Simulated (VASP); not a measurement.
# Mg13O12 in VASP: single point with PBE

Aim: the single point of Mg13O12 with PBE.

Program: VASP 6.6.1. These are calculated values, not measurements. Logs are shortened: lines on timing, memory, paths and dates and some standing lists are left out, and cuts for length are marked.

## Step 1: The cell of the first run

The cell holds a slab with vacuum, 25 atoms: a = 5.446 Å, b = 5.446 Å, c = 17.558 Å, α = 90.00°, β = 90.00°, γ = 60.00°.

## Step 2: Single point, PBE

INCAR reads:

```
SYSTEM = Mg13O12
PREC = Accurate ; ENCUT = 520
EDIFF = 1E-6 ; ISMEAR = -1
SIGMA = 0.05 ; LREAL = Auto
LASPH = .True. ; NELM = 100
ALGO = Normal ; ISIF = 2
LWAVE = .False. ; LCHARG = .False.
GGA = PE ; NBANDS = 67
```

KPOINTS reads:

```
Automatic mesh
0
Gamma
  2 2 1
  0 0 0
```

POSCAR reads:

```
Mg13O12
1.0
    5.4461360000      0.0000000000      0.0000000000
    2.7230680000      4.7164920000      0.0000000000
    0.0000000000      0.0000000000     17.5584400000
Mg O
13 12
Direct
    0.0000000000      0.0000000000      0.0569527000
    0.0000000000      0.5000000000      0.0569527000
    0.5000000000      0.0000000000      0.0569527000
    0.5000000000      0.5000000000      0.0569527000
    0.6679433755      0.6678510442      0.1999226599
    0.6676361931      0.1661848587      0.1997825837
    0.1664539933      0.6674599468      0.1998042235
    0.1672948943      0.1670242614      0.1992607030
    0.3329348832      0.3323095515      0.3428723569
    0.3335000619      0.8378613031      0.3423770344
    0.8377131853      0.3331755257      0.3420197322
    0.8366478007      0.8348374739      0.3524865430
    0.5048493563      0.5020252273      0.4719695399
    0.3333333000      0.8333333000      0.1202663000
    0.3333333000      0.3333333000      0.1202663000
    0.8333333000      0.8333333000      0.1202663000
    0.8333333000      0.3333333000      0.1202663000
    0.0009945325      0.5010960878      0.2662459973
    1.0005199524      0.0001274660      0.2663304166
    0.5007270339      0.5006269650      0.2652759750
    0.5014510970      0.0005705395      0.2662200477
    0.6655659220      0.1743217898      0.4108155795
    0.6661525580      0.6652783328      0.4101119618
    0.1666723489      0.1676657556      0.4120006043
    0.1758976741      0.6644884798      0.4112620673
```

Potentials or basis: VASP PAW PBE potentials, release 64 (Mg, O).

The run is started by

```bash
$ cat potpaw_PBE.64/Mg/POTCAR potpaw_PBE.64/O/POTCAR > POTCAR
$ mpirun -np 1 vasp_std > vasp.out
```

OUTCAR:

```text
SYSTEM = Mg13O12
   PREC = Accurate
   ENCUT = 520
   EDIFF = 1E-6
   ISMEAR = -1
   LREAL = Auto
   LASPH = .True.
   NELM = 100
   ISIF = 2
   GGA = PE

 ion  position               nearest neighbor table
   1  0.000  0.000  0.057-  17 1.93  14 1.93  16 1.93   2 2.72   2 2.72   4 2.72   4 2.72   3 2.72
                             3 2.72   8 2.95   6 2.96   7 2.96
   2  0.000  0.500  0.057-  16 1.93  15 1.93  17 1.93   1 2.72   1 2.72   3 2.72   3 2.72   4 2.72
                             4 2.72   8 2.95   5 2.96   7 2.96
   3  0.500  0.000  0.057-  15 1.93  16 1.93  14 1.93   4 2.72   2 2.72   4 2.72   2 2.72   1 2.72
                             1 2.72   8 2.95   5 2.96   6 2.96
   4  0.500  0.500  0.057-  14 1.93  17 1.93  15 1.93   3 2.72   1 2.72   3 2.72   1 2.72   2 2.72
                             2 2.72   7 2.96   6 2.96   5 2.97
   5  0.668  0.668  0.200-  20 1.95  21 1.95  18 1.96  16 2.10  17 2.11  14 2.11   6 2.71   7 2.71
                             8 2.72   8 2.72   7 2.73   6 2.73  11 2.95  10 2.96   2 2.96   3 2.96
   6  0.668  0.166  0.200-  21 1.95  20 1.95  19 1.96  17 2.10  16 2.10  15 2.11   5 2.71   7 2.72
                             8 2.72   8 2.72   7 2.73   5 2.73   1 2.96  11 2.96   4 2.96   3 2.96
   7  0.166  0.667  0.200-  20 1.95  18 1.95  19 1.96  14 2.10  16 2.10  15 2.11   5 2.71   6 2.72
                             8 2.72   8 2.72   6 2.73   5 2.73   1 2.96   4 2.96   2 2.96  10 2.97
   8  0.167  0.167  0.199-  19 1.97  18 1.97  21 1.97  15 2.09  14 2.10  17 2.10   5 2.72   6 2.72
                             7 2.72   7 2.72   6 2.72   5 2.72  11 2.95   3 2.95   2 2.95  10 2.95
   9  0.333  0.332  0.343-  22 1.97  25 1.97  24 1.98  21 2.06  18 2.06  20 2.09  10 2.69  11 2.69
                            12 2.73  12 2.73  11 2.75  10 2.75  13 2.78   8 2.97   6 2.97   7 2.97
  10  0.334  0.838  0.342-  23 1.97  25 1.98  24 1.98  21 2.05  19 2.06  20 2.09   9 2.69  11 2.70
                            12 2.72  12 2.74  11 2.75   9 2.75  13 2.77   8 2.95   5 2.96   7 2.97
  11  0.838  0.333  0.342-  23 1.97  22 1.97  24 1.98  18 2.05  19 2.06  20 2.08   9 2.69  10 2.70
                            12 2.72  12 2.74  10 2.75   9 2.75  13 2.77   8 2.95   5 2.95   6 2.96
  12  0.837  0.835  0.352-  23 1.90  22 1.90  25 1.90  19 2.17  18 2.18  21 2.19  10 2.72  11 2.72
                             9 2.73   9 2.73  11 2.74  10 2.74   7 3.10   6 3.10   5 3.11
  13  0.505  0.502  0.472-  23 1.88  22 1.88  25 1.88  11 2.77  10 2.77   9 2.78
  14  0.333  0.833  0.120-   4 1.93   1 1.93   3 1.93   8 2.10   7 2.10   5 2.11
  15  0.333  0.333  0.120-   3 1.93   2 1.93   4 1.93   8 2.09   7 2.11   6 2.11
  16  0.833  0.833  0.120-   2 1.93   3 1.93   1 1.93   5 2.10   6 2.10   7 2.10
  17  0.833  0.333  0.120-   1 1.93   4 1.93   2 1.93   8 2.10   6 2.10   5 2.11
  18  0.001  0.501  0.266-   7 1.95   5 1.96   8 1.97  11 2.05   9 2.06  12 2.18
  19  0.001  0.000  0.266-   7 1.96   6 1.96   8 1.97  11 2.06  10 2.06  12 2.17
  20  0.501  0.501  0.265-   5 1.95   7 1.95   6 1.95  11 2.08  10 2.09   9 2.09
  21  0.501  0.001  0.266-   6 1.95   5 1.95   8 1.97  10 2.05   9 2.06  12 2.19
  22  0.666  0.174  0.411-  13 1.88  12 1.90   9 1.97  11 1.97
  23  0.666  0.665  0.410-  13 1.88  12 1.90  10 1.97  11 1.97
  24  0.167  0.168  0.412-   9 1.98  10 1.98  11 1.98
  25  0.176  0.664  0.411-  13 1.88  12 1.90   9 1.97  10 1.98

  LATTYP: Found a hexagonal cell.
 ALAT       =     5.4461358887
 C/A-ratio  =     3.2240179751

  Lattice vectors:

 A1 = (  -2.7230680000,  -4.7164920000,   0.0000000000)
 A2 = (   5.4461360000,   0.0000000000,   0.0000000000)
 A3 = (   0.0000000000,   0.0000000000,  17.5584400000)

Analysis of symmetry for initial positions (statically):
=====================================================================
 Subroutine PRICEL returns:
 Original cell was already a primitive cell.

 Routine SETGRP: Setting up the symmetry group for a
 hexagonal supercell.

 Subroutine GETGRP returns: Found  1 space group operations
 (whereof  1 operations were pure point group operations)
 out of a pool of 24 trial point group operations.

The static configuration has the point symmetry C_1 .

Analysis of symmetry for dynamics (positions and initial velocities):
=====================================================================
 Subroutine PRICEL returns:
 Original cell was already a primitive cell.

 Routine SETGRP: Setting up the symmetry group for a
 hexagonal supercell.

 Subroutine GETGRP returns: Found  1 space group operations
 (whereof  1 operations were pure point group operations)
 out of a pool of 24 trial point group operations.

The dynamic configuration has the point symmetry C_1 .

 Subroutine INISYM returns: Found  1 space group operations
 (whereof  1 operations are pure point group operations),
 and found     1 'primitive' translations

----------------------------------------------------------------------------------------

                                     Primitive cell

  volume of cell :     451.0176

  direct lattice vectors                    reciprocal lattice vectors
     5.446136000  0.000000000  0.000000000     0.183616421 -0.106010993  0.000000000
     2.723068000  4.716492000  0.000000000     0.000000000  0.212021986  0.000000000
     0.000000000  0.000000000 17.558440000     0.000000000  0.000000000  0.056952668

  length of vectors
     5.446136000  5.446135889 17.558440000     0.212021982  0.212021986  0.056952668

  position of ions in fractional coordinates (direct lattice)
     0.000000000  0.000000000  0.056952700
     0.000000000  0.500000000  0.056952700
     0.500000000  0.000000000  0.056952700
     0.500000000  0.500000000  0.056952700
     0.667943376  0.667851044  0.199922660
     0.667636193  0.166184859  0.199782584
[... 17 lines left out ...]
     0.166672349  0.167665756  0.412000604
     0.175897674  0.664488480  0.411262067

  ion indices of the primitive-cell ions
   primitive index   ion index
                 1           1
                 2           2
                 3           3
                 4           4
                 5           5
                 6           6
[... 17 lines left out ...]
                24          24
                25          25

----------------------------------------------------------------------------------------

 KPOINTS: Automatic mesh

Automatic generation of k-mesh.
 Grid dimensions read from file:
 generate k-points for:    2    2    1

 Generating k-lattice:

  Cartesian coordinates                     Fractional coordinates (reciprocal lattice)
     0.091808210 -0.053005496  0.000000000     0.500000000  0.000000000  0.000000000
     0.000000000  0.106010993  0.000000000     0.000000000  0.500000000  0.000000000
     0.000000000  0.000000000  0.056952668     0.000000000  0.000000000  1.000000000

  Length of vectors
     0.106010991  0.106010993  0.056952668

  Shift w.r.t. Gamma in fractional coordinates (k-lattice)
     0.000000000  0.000000000  0.000000000

 Subroutine IBZKPT returns following result:
 ===========================================

 Found      4 irreducible k-points:

 Following reciprocal coordinates:
            Coordinates               Weight
  0.000000  0.000000  0.000000      1.000000
  0.500000  0.000000  0.000000      1.000000
  0.500000  0.500000  0.000000      1.000000
  0.000000  0.500000  0.000000      1.000000
   k-points           NKPTS =      4   k-points in BZ     NKDIM =      4   number of bands    NBANDS=     67
   number of dos      NEDOS =    301   number of ions     NIONS =     25
   total plane-waves  NPLWV = 246960
   dimension x,y,z NGX =    42 NGY =   42 NGZ =  140
   dimension x,y,z NGXF=    84 NGYF=   84 NGZF=  280
   ions per type =              13  12
   NGX,Y,Z   is equivalent  to a cutoff of  12.82, 12.82, 13.26 a.u.
   NGXF,Y,Z  is equivalent  to a cutoff of  25.64, 25.64, 26.51 a.u.
 SYSTEM =  Mg13O12
   PREC   = accura    normal or accurate (medium, high low for compatibility)
   ISTART =      0    job   : 0-new  1-cont  2-samecut
   ICHARG =      2    charge: 1-file 2-atom 10-const
   ISPIN  =      1    spin polarized calculation?
   LNONCOLLINEAR =      F non collinear calculations
   LSORBIT =      F    spin-orbit coupling
   LASPH  =      T    aspherical Exc in radial PAW
   ENCUT  =  520.0 eV  38.22 Ry    6.18 a.u.  10.13 10.13 32.65*2*pi/ulx,y,z
   NELM   =    100;   NELMIN=  2; NELMDL= -5     # of ELM steps
   EDIFF  = 0.1E-05   stopping-criterion for ELM
   LREAL  =      T    real-space projection
   EDIFFG = 0.1E-04   stopping-criterion for IOM
   NSW    =      0    number of steps for IOM
   IBRION =     -1    ionic relax: 0-MD 1-quasi-New 2-CG
   NFREE  =      0    steps in history (QN), initial steepest desc. (CG)
   ISIF   =      2    stress and relaxation
   ISYM   =      2    0-nonsym 1-usesym 2-fastsym
   POTIM  = 0.5000    time-step for ionic-motion
   TEBEG  =    0.0;   TEEND  =   0.0 temperature during run
   PSTRESS=    0.0 pullay stress
   NELECT =      98.0000    total number of electrons
   NUPDOWN=      -1.0000    fix difference up-down
   EMIN   =  10.00;   EMAX   =-10.00  energy-range for DOS
   EFERMI =   0.00;   METHOD = LEGACY
   ISMEAR =    -1;   SIGMA  =   0.05  broadening in eV -4-tet -1-fermi 0-gaus
   EFERMI_NEDOS =   21; number of points for ismear=-14 and -15
   IALGO  =     38    algorithm
   IMIX   =      4    mixing-type and parameters
     AMIX     =   0.40;   BMIX     =  1.00
     AMIX_MAG =   1.60;   BMIX_MAG =  1.00
  volume/ion in A,a.u.               =      18.04       121.74
  Fermi-wavevector in a.u.,A,eV,Ry     =   0.984205  1.859878 13.179420  0.968660
  Thomas-Fermi vector in A             =   2.115421
   LORBIT       =      0    0 simple, 1 ext, 2 COOP (PROOUT), +10 PAW based schemes
   GGA     = PE    functional components
[... 5 lines left out ...]
 non-spin polarized calculation
  energy-cutoff  :      520.00
  volume of cell :      451.02
 maximum number of plane-waves:     12128
 NGX is ok and might be reduce to    42
   NGX = 21   NGY = 21   NGZ = 65

 number of electron      97.9999959 magnetization

 Free energy of the ion-electron system (eV)
  ---------------------------------------------------
  ext. energy  EPLUGINS =         0.00000000
  ---------------------------------------------------
  free energy    TOTEN  =      -125.30911817 eV

  energy without entropy =     -125.25010926  energy(sigma->0) =     -125.27961372

 E-fermi :   0.3795     XC(G=0):  -6.5622

 val. band max:        0.3416894921   @ k =   0.5000   0.0000   0.0000
 cond. band min:       0.6168840773   @ k =   0.0000   0.0000   0.0000
 fundamental gap:      0.2751945852
 Fermi energy:         0.3795029438

 k-point     1 :       0.0000    0.0000    0.0000
  band No.  band energies     occupation
      1     -19.8389      2.00000
      2     -18.4552      2.00000
      3     -18.4443      2.00000
      4     -18.4421      2.00000
      5     -18.4410      2.00000
      6     -17.1523      2.00000
[... 53 lines left out ...]
     60       7.5873      0.00000
     61       7.7128      0.00000

 k-point     2 :       0.5000    0.0000    0.0000
  band No.  band energies     occupation
      1     -19.2057      2.00000
      2     -19.1991      2.00000
      3     -18.4692      2.00000
      4     -18.4614      2.00000
      5     -17.8563      2.00000
      6     -17.8347      2.00000
[... 53 lines left out ...]
     60       7.1391      0.00000
     61       7.3524      0.00000

 k-point     3 :       0.5000    0.5000    0.0000
  band No.  band energies     occupation
      1     -19.2063      2.00000
      2     -19.1984      2.00000
      3     -18.4699      2.00000
      4     -18.4606      2.00000
      5     -17.8666      2.00000
      6     -17.8235      2.00000
[... 53 lines left out ...]
     60       7.1371      0.00000
     61       7.3525      0.00000

 k-point     4 :       0.0000    0.5000    0.0000
  band No.  band energies     occupation
      1     -19.2057      2.00000
      2     -19.1991      2.00000
      3     -18.4692      2.00000
      4     -18.4614      2.00000
      5     -17.8604      2.00000
      6     -17.8303      2.00000
[... 53 lines left out ...]
     60       7.1377      0.00000
     61       7.3519      0.00000
 [bands above 61 left out]

------------------------ aborting loop because EDIFF is reached ----------------------------------------

  FORCE on cell =-STRESS in cart. coord.  units (eV):
  Direction    XX          YY          ZZ          XY          YZ          ZX
  --------------------------------------------------------------------------------------
  -------------------------------------------------------------------------------------
  Total       66.7222889     66.6825659      6.5406585      0.0375466     -0.1604204     -0.3558137
  in kB      237.0216443    236.8805338     23.2347788      0.1333790     -0.5698713     -1.2639785
  external PRESSURE =     165.7123190 kB  Pullay stress =       0.0000000 kB

 VOLUME and BASIS-vectors are now :
 -----------------------------------------------------------------------------
  energy-cutoff  :      520.00
  volume of cell :      451.02
      direct lattice vectors                 reciprocal lattice vectors
     5.446136000  0.000000000  0.000000000     0.183616421 -0.106010993  0.000000000
     2.723068000  4.716492000  0.000000000     0.000000000  0.212021986  0.000000000
     0.000000000  0.000000000 17.558440000     0.000000000  0.000000000  0.056952668

 POSITION                                       TOTAL-FORCE (eV/Angst)
 -----------------------------------------------------------------------------------
      0.00000      0.00000      1.00000        -0.000496     -0.000657     -1.535682
      1.36153      2.35825      1.00000        -0.000328      0.001906     -1.533796
      2.72307      0.00000      1.00000         0.001229     -0.001470     -1.534667
      4.08460      2.35825      1.00000         0.002295      0.001497     -1.506198
      5.45631      3.14991      3.51033        -0.006145     -0.007789     -0.001418
      4.08857      0.78381      3.50787         0.006052     -0.002797      0.019575
[... 17 lines left out ...]
      1.36429      0.79079      7.23409         0.014166      0.001187      0.051911
      2.76741      3.13405      7.22112        -0.040289      0.015913     -0.036340
 -----------------------------------------------------------------------------------
    total drift:                                0.006258      0.002231     -0.006452

  FREE ENERGIE OF THE ION-ELECTRON SYSTEM (eV)
  ---------------------------------------------------
  free  energy   TOTEN  =      -125.3091181720 eV

  energy  without entropy=     -125.2501092581  energy(sigma->0) =     -125.27961372
```

Wall time 3.5 min (1 thread of Intel Xeon 6975P-C (Granite Rapids), shared host); peak memory 0.54 GiB.

What came out:

```
Free energy            : -125.3091 eV
Largest force          : 1.536 eV/Å
Band gap on the k mesh : zero (band 49 reaches 0.62 eV, above the bottom of band 50 at 0.34 eV)
```

Forces in eV/Å, atoms in the order of the input:
```
Mg   0.000 -0.001 -1.536
Mg   0.000  0.002 -1.534
Mg   0.001 -0.001 -1.535
Mg   0.002  0.001 -1.506
Mg  -0.006 -0.008 -0.001
Mg   0.006 -0.003  0.020
Mg  -0.002  0.007  0.013
Mg   0.006  0.002  0.035
Mg   0.020  0.010 -0.003
Mg   0.002 -0.021  0.012
Mg  -0.012  0.008  0.032
Mg  -0.041 -0.015 -0.045
Mg  -0.023 -0.019 -0.036
O    0.014  0.020  1.499
O    0.002  0.000  1.488
O    0.017  0.007  1.513
O    0.026  0.000  1.503
O   -0.002  0.015  0.013
O   -0.001 -0.005 -0.003
O    0.007  0.002 -0.001
O    0.006 -0.004  0.020
O   -0.001 -0.011  0.005
O    0.005 -0.003  0.028
O    0.014  0.001  0.052
O   -0.040  0.016 -0.036
```

Caveat: the k points lie up to 0.67 Å⁻¹ apart.
